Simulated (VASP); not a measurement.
# Ir (Pmma) in VASP: single point with r2SCAN

Aim: the single point of Ir with r2SCAN.

Everything below comes from runs of VASP 6.6.1. Logs are shortened: lines on timing, memory, paths and dates and some standing lists are left out, and cuts for length are marked.

## Step 1: The cell of the first run

It takes space group Pmma (No. 51, orthorhombic). Conventional cell: a = 12.238 Å, b = 2.233 Å, c = 7.193 Å, α = 90.00°, β = 90.00°, γ = 90.00°. Ir (site symmetry mm2) has 2 Ir at 2.23 Å within 3.0 Å.

## Step 2: Single point, r2SCAN

The input, POSCAR:

```
Ir
1.0
   12.2384552500      0.0000000000      0.0000000000
    0.0000000000      2.2334312600      0.0000000000
    0.0000000000      0.0000000000      7.1930008000
Ir
2
Direct
    0.2500000000      0.0000000000      0.1639884000
    0.7500000000      0.0000000000      0.8360116000
```

The input, INCAR.step1:

```
PREC = Accurate
ENCUT = 520
ISMEAR = 0
SIGMA = 0.1
LREAL = F
LASPH = T
NELM = 100
NBANDS = 16
GGA = PE
ALGO = Normal
EDIFF = 1E-4
LWAVE = T
LCHARG = F
```

The input, INCAR.step2:

```
PREC = Accurate
ENCUT = 520
EDIFF = 1E-6
ISMEAR = 0
SIGMA = 0.1
LREAL = F
LASPH = T
NELM = 100
ALGO = Normal
ISIF = 2
LWAVE = F
LCHARG = T
METAGGA = R2SCAN
LMIXTAU = T
LELF = T
LVHAR = T
NBANDS = 16
ISTART = 1
```

The input, KPOINTS:

```
Automatic mesh
0
Gamma
  4 18 6
```

Potentials or basis: VASP PAW PBE potentials, release 64 (Ir).

Command:

```
$ cat potpaw_PBE.64/Ir/POTCAR > POTCAR
$ cp INCAR.step1 INCAR
$ mpirun -np 1 vasp_std > vasp.out
$ cp INCAR.step2 INCAR
$ mpirun -np 1 vasp_std > vasp.out
```

OUTCAR:

```text
PREC = Accurate
   ENCUT = 520
   EDIFF = 1E-6
   ISMEAR = 0
   LREAL = F
   LASPH = T
   NELM = 100
   ISIF = 2
   METAGGA = R2SCAN
   ISTART = 1

 ion  position               nearest neighbor table
   1  0.250  0.000  0.164-
   2  0.750  0.000  0.836-

  LATTYP: Found a simple orthorhombic cell.
 ALAT       =     2.2334312600
 B/A-ratio  =     3.2206054105
 C/A-ratio  =     5.4796650648

  Lattice vectors:

 A1 = (   0.0000000000,   2.2334312600,   0.0000000000)
 A2 = (   0.0000000000,   0.0000000000,   7.1930008000)
 A3 = (  12.2384552500,   0.0000000000,   0.0000000000)

Analysis of symmetry for initial positions (statically):
=====================================================================
 Subroutine PRICEL returns:
 Original cell was already a primitive cell.

 Routine SETGRP: Setting up the symmetry group for a
 simple orthorhombic supercell.

 Subroutine GETGRP returns: Found  8 space group operations
 (whereof  4 operations were pure point group operations)
 out of a pool of  8 trial point group operations.

The static configuration has the point symmetry C_2h.
 The point group associated with its full space group is D_2h.

Analysis of symmetry for dynamics (positions and initial velocities):
=====================================================================
 Subroutine PRICEL returns:
 Original cell was already a primitive cell.

 Routine SETGRP: Setting up the symmetry group for a
 simple orthorhombic supercell.

 Subroutine GETGRP returns: Found  8 space group operations
 (whereof  4 operations were pure point group operations)
 out of a pool of  8 trial point group operations.

The dynamic configuration has the point symmetry C_2h.
 The point group associated with its full space group is D_2h.

 Subroutine INISYM returns: Found  8 space group operations
 (whereof  4 operations are pure point group operations),
 and found     1 'primitive' translations

----------------------------------------------------------------------------------------

                                     Primitive cell

  volume of cell :     196.6117

  direct lattice vectors                    reciprocal lattice vectors
    12.238455250  0.000000000  0.000000000     0.081709659  0.000000000  0.000000000
     0.000000000  2.233431260  0.000000000     0.000000000  0.447741562  0.000000000
     0.000000000  0.000000000  7.193000800     0.000000000  0.000000000  0.139024036

  length of vectors
    12.238455250  2.233431260  7.193000800     0.081709659  0.447741562  0.139024036

  position of ions in fractional coordinates (direct lattice)
     0.250000000  0.000000000  0.163988400
     0.750000000  0.000000000  0.836011600

  ion indices of the primitive-cell ions
   primitive index   ion index
                 1           1
                 2           2

----------------------------------------------------------------------------------------

 KPOINTS: Automatic mesh

Automatic generation of k-mesh.
 Grid dimensions read from file:
 generate k-points for:    4   18    6

 Generating k-lattice:

  Cartesian coordinates                     Fractional coordinates (reciprocal lattice)
     0.020427415  0.000000000  0.000000000     0.250000000  0.000000000  0.000000000
     0.000000000  0.024874531  0.000000000     0.000000000  0.055555556  0.000000000
     0.000000000  0.000000000  0.023170673     0.000000000  0.000000000  0.166666667

  Length of vectors
     0.020427415  0.024874531  0.023170673

  Shift w.r.t. Gamma in fractional coordinates (k-lattice)
     0.000000000  0.000000000  0.000000000

 Subroutine IBZKPT returns following result:
 ===========================================

 Found    120 irreducible k-points:

 Following reciprocal coordinates:
            Coordinates               Weight
  0.000000  0.000000  0.000000      1.000000
  0.250000  0.000000  0.000000      2.000000
  0.500000  0.000000  0.000000      1.000000
  0.000000  0.055556  0.000000      2.000000
  0.250000  0.055556  0.000000      4.000000
  0.500000  0.055556  0.000000      2.000000
[... 16 lines left out ...]
  0.250000  0.388889  0.000000      4.000000
  0.500000  0.388889  0.000000      2.000000
 [... further k-points ...]
   k-points           NKPTS =    120   k-points in BZ     NKDIM =    120   number of bands    NBANDS=     16
   number of dos      NEDOS =    301   number of ions     NIONS =      2
   total plane-waves  NPLWV =  93312
   dimension x,y,z NGX =    96 NGY =   18 NGZ =   54
   dimension x,y,z NGXF=   192 NGYF=   36 NGZF=  108
   ions per type =               2
   NGX,Y,Z   is equivalent  to a cutoff of  13.04, 13.40, 12.48 a.u.
   NGXF,Y,Z  is equivalent  to a cutoff of  26.08, 26.80, 24.96 a.u.
 SYSTEM =  unknown system
   PREC   = accura    normal or accurate (medium, high low for compatibility)
   ISTART =      1    job   : 0-new  1-cont  2-samecut
   ICHARG =      0    charge: 1-file 2-atom 10-const
   ISPIN  =      1    spin polarized calculation?
   LNONCOLLINEAR =      F non collinear calculations
   LSORBIT =      F    spin-orbit coupling
   LASPH  =      T    aspherical Exc in radial PAW
   ENCUT  =  520.0 eV  38.22 Ry    6.18 a.u.  22.76  4.15 13.37*2*pi/ulx,y,z
   NELM   =    100;   NELMIN=  2; NELMDL=  0     # of ELM steps
   EDIFF  = 0.1E-05   stopping-criterion for ELM
   LREAL  =      F    real-space projection
   EDIFFG = 0.1E-04   stopping-criterion for IOM
   NSW    =      0    number of steps for IOM
   IBRION =     -1    ionic relax: 0-MD 1-quasi-New 2-CG
   NFREE  =      0    steps in history (QN), initial steepest desc. (CG)
   ISIF   =      2    stress and relaxation
   ISYM   =      2    0-nonsym 1-usesym 2-fastsym
   POTIM  = 0.5000    time-step for ionic-motion
   TEBEG  =    0.0;   TEEND  =   0.0 temperature during run
   PSTRESS=    0.0 pullay stress
   NELECT =      18.0000    total number of electrons
   NUPDOWN=      -1.0000    fix difference up-down
   EMIN   =  10.00;   EMAX   =-10.00  energy-range for DOS
   EFERMI =   0.00;   METHOD = LEGACY
   ISMEAR =     0;   SIGMA  =   0.10  broadening in eV -4-tet -1-fermi 0-gaus
   EFERMI_NEDOS =   21; number of points for ismear=-14 and -15
   IALGO  =     38    algorithm
   IMIX   =      4    mixing-type and parameters
     AMIX     =   0.40;   BMIX     =  1.00
     AMIX_MAG =   1.60;   BMIX_MAG =  1.00
  volume/ion in A,a.u.               =      98.31       663.40
  Fermi-wavevector in a.u.,A,eV,Ry     =   0.737841  1.394317  7.407131  0.544409
  Thomas-Fermi vector in A             =   1.831619
   LORBIT       =      0    0 simple, 1 ext, 2 COOP (PROOUT), +10 PAW based schemes
   METAGGA = R2SCAN    functional components
   LHFCALC =     F    Hartree Fock is set to
   AEXX    =    0.0000 exact exchange contribution
   IVDW    =     0    specifies the selected vdW correction
   LEPSILON=     F    determine dielectric tensor
   LRPA    =     F    only Hartree local field effects (RPA)
 non-spin polarized calculation
 Gauss-broadening in eV      SIGMA  =   0.10
  energy-cutoff  :      520.00
  volume of cell :      196.61
 maximum number of plane-waves:      5360
 NGX is ok and might be reduce to    96
   NGX = 45   NGY =  9   NGZ = 27

 number of electron      18.0000000 magnetization

 Free energy of the ion-electron system (eV)
  ---------------------------------------------------
  ext. energy  EPLUGINS =         0.00000000
  ---------------------------------------------------
  free energy    TOTEN  =       -96.38018917 eV

  energy without entropy =      -96.34859304  energy(sigma->0) =      -96.36439110

 E-fermi :  -3.8048     XC(G=0):  -4.2316

 val. band max:       -3.9272752796   @ k =   0.0000   0.2778   0.5000
 cond. band min:      -3.7616463911   @ k =   0.5000   0.4444   0.0000
 fundamental gap:      0.1656288885
 Fermi energy:        -3.8048309490

 k-point     1 :       0.0000    0.0000    0.0000
  band No.  band energies     occupation
      1     -11.6286      2.00000
      2     -11.6282      2.00000
      3      -6.0540      2.00000
      4      -5.9982      2.00000
      5      -5.4908      2.00000
      6      -5.4874      2.00000
[... 8 lines left out ...]
     15      -0.3037      0.00000
     16      -0.1958      0.00000

 k-point     2 :       0.2500    0.0000    0.0000
  band No.  band energies     occupation
      1     -11.6285      2.00000
      2     -11.6283      2.00000
      3      -6.0460      2.00000
      4      -6.0065      2.00000
      5      -5.4914      2.00000
      6      -5.4900      2.00000
[... 8 lines left out ...]
     15      -0.3086      0.00000
     16      -0.2853      0.00000

 k-point     3 :       0.5000    0.0000    0.0000
  band No.  band energies     occupation
      1     -11.6284      2.00000
      2     -11.6284      2.00000
      3      -6.0264      2.00000
      4      -6.0264      2.00000
      5      -5.4917      2.00000
      6      -5.4917      2.00000
[... 8 lines left out ...]
     15      -0.3177      0.00000
     16      -0.3177      0.00000

 k-point     4 :       0.0000    0.0556    0.0000
  band No.  band energies     occupation
      1     -11.3271      2.00000
      2     -11.3267      2.00000
      3      -5.9752      2.00000
      4      -5.9198      2.00000
      5      -5.4442      2.00000
      6      -5.4408      2.00000
[... 8 lines left out ...]
     15       0.2728      0.00000
     16       0.3768      0.00000
[... 324 lines left out ...]
 k-point    22 :       0.0000    0.3889    0.0000
  band No.  band energies     occupation
      1      -8.1125      2.00000
      2      -8.1116      2.00000
      3      -8.1114      2.00000
      4      -8.1110      2.00000
      5      -3.9403      1.94454
      6      -3.9394      1.94301
[... 8 lines left out ...]
     15       5.9008      0.00000
     16       6.0835      0.00000

 k-point    23 :       0.2500    0.3889    0.0000
  band No.  band energies     occupation
      1      -8.1123      2.00000
      2      -8.1116      2.00000
      3      -8.1114      2.00000
      4      -8.1112      2.00000
      5      -3.9404      1.94478
      6      -3.9400      1.94406
[... 8 lines left out ...]
     15       5.8351      0.00000
     16       5.8878      0.00000

 k-point    24 :       0.5000    0.3889    0.0000
  band No.  band energies     occupation
      1      -8.1119      2.00000
      2      -8.1119      2.00000
      3      -8.1113      2.00000
      4      -8.1113      2.00000
      5      -3.9404      1.94482
      6      -3.9404      1.94482
[... 8 lines left out ...]
     15       5.8531      0.00000
     16       5.8531      0.00000

 [... further k-points ...]

------------------------ aborting loop because EDIFF is reached ----------------------------------------

  FORCE on cell =-STRESS in cart. coord.  units (eV):
  Direction    XX          YY          ZZ          XY          YZ          ZX
  --------------------------------------------------------------------------------------
  -------------------------------------------------------------------------------------
  Total       -0.0494630      2.2280189     -0.0322460      0.0000000      0.0000000     -0.0000000
  in kB       -0.4030709     18.1559994     -0.2627706      0.0000000      0.0000000     -0.0000000
  external PRESSURE =       5.8300526 kB  Pullay stress =       0.0000000 kB

 VOLUME and BASIS-vectors are now :
 -----------------------------------------------------------------------------
  energy-cutoff  :      520.00
  volume of cell :      196.61
      direct lattice vectors                 reciprocal lattice vectors
    12.238455250  0.000000000  0.000000000     0.081709659  0.000000000  0.000000000
     0.000000000  2.233431260  0.000000000     0.000000000  0.447741562  0.000000000
     0.000000000  0.000000000  7.193000800     0.000000000  0.000000000  0.139024036

 POSITION                                       TOTAL-FORCE (eV/Angst)
 -----------------------------------------------------------------------------------
      3.05961      0.00000      1.17957        -0.000000      0.000000     -0.001905
      9.17884      0.00000      6.01343         0.000000      0.000000      0.001905
 -----------------------------------------------------------------------------------
    total drift:                                0.000000      0.000000     -0.000000

  FREE ENERGIE OF THE ION-ELECTRON SYSTEM (eV)
  ---------------------------------------------------
  free  energy   TOTEN  =       -96.3801891667 eV

  energy  without entropy=      -96.3485930384  energy(sigma->0) =      -96.36439110
```

Wall time 24 min (1 thread of Intel Xeon Platinum 8259CL at 2.50GHz (Skylake/Cascade Lake), shared host); peak memory 0.56 GiB.

What came out:

```yaml
Free_energy: -96.3802 eV
Pressure: 0.6 GPa
Band_gap_on_the_k_mesh: zero (band 9 reaches -1.21 eV, above the bottom of band 10 at -4.81 eV)
```

Levels at points of the mesh, in eV from the Fermi level:
```csv
k point,band 4,band 5,band 6,band 7,band 8,band 9,band 10,band 11,band 12,band 13
"(0.00, 0.00, 0.00)",-2.19,-1.69,-1.68,-1.68,-1.68,2.59,2.59,2.59,2.59,2.92
"(0.50, 0.00, 0.00)",-2.22,-1.69,-1.69,-1.68,-1.68,2.59,2.59,2.59,2.59,3.20
"(0.00, 0.50, 0.00)",-4.85,0.11,0.11,0.11,0.11,1.19,1.20,6.20,6.26,10.86
"(0.50, 0.50, 0.00)",-4.85,0.11,0.11,0.11,0.11,1.19,1.19,6.23,6.23,11.09
"(0.00, 0.00, 0.50)",-2.18,-1.68,-1.68,-1.68,-1.68,2.59,2.59,2.59,2.59,3.04
"(0.50, 0.00, 0.50)",-2.20,-1.69,-1.69,-1.67,-1.67,2.59,2.59,2.59,2.59,2.98
"(0.00, 0.50, 0.50)",-4.85,0.11,0.11,0.11,0.11,1.19,1.20,6.23,6.28,10.97
"(0.50, 0.50, 0.50)",-4.85,0.11,0.11,0.11,0.11,1.19,1.19,6.25,6.25,10.92
```

Caveat: the PAW data sets were made with another functional, which shifts forces and pressure a little; spin-orbit coupling is left out, which moves the levels of the heavy elements.
